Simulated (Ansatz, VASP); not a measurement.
**Ge in VASP and in Ansatz**

```
Ge
1.0
     3.42347    0.00000    0.00000
    -1.71174    2.96481    0.00000
     0.00000    0.00000    2.90299
Ge
2
Direct
  0.66667 0.33333 0.66651
  0.33333 0.66667 0.33349
```

Alike in both runs: task relaxation of cell and atoms; functional PBE; k mesh 6 × 6 × 6; occupations gaussian, width 0.1 eV; no spin polarisation.

|  | VASP | Ansatz |
| --- | --- | --- |
| version | VASP 6.6.1 | Ansatz 0.2.0 |
| potentials or method | VASP PAW PBE potentials, release 64 (Ge_d), cutoff 600 eV | scalar-relativistic, plane waves, PAW |
| valence electrons in the cell | 28 | 28 |

VASP gave:

```
gap on the k mesh at the Fermi level, each at its own relaxed structure (eV) : none
relaxed volume (Å³/atom)                                                     : 21.03
relaxed length of the cell vector where the two differ most in proportion (Å)              : 3.823
```

**Question.** Estimate Ansatz's values.

**Answer.** gap on the k mesh at the Fermi level, each at its own relaxed structure (eV): none; relaxed volume (Å³/atom): 21.06; relaxed length of the cell vector where the two differ most in proportion (Å): 3.826.

A gap of «none» marks a metal or a gap that the smearing closes.

The k mesh is coarse, so the values compare programs but aren't converged. Noted on VASP's run: the volume moved by over 15 % at a fixed basis, so the end points are rough.
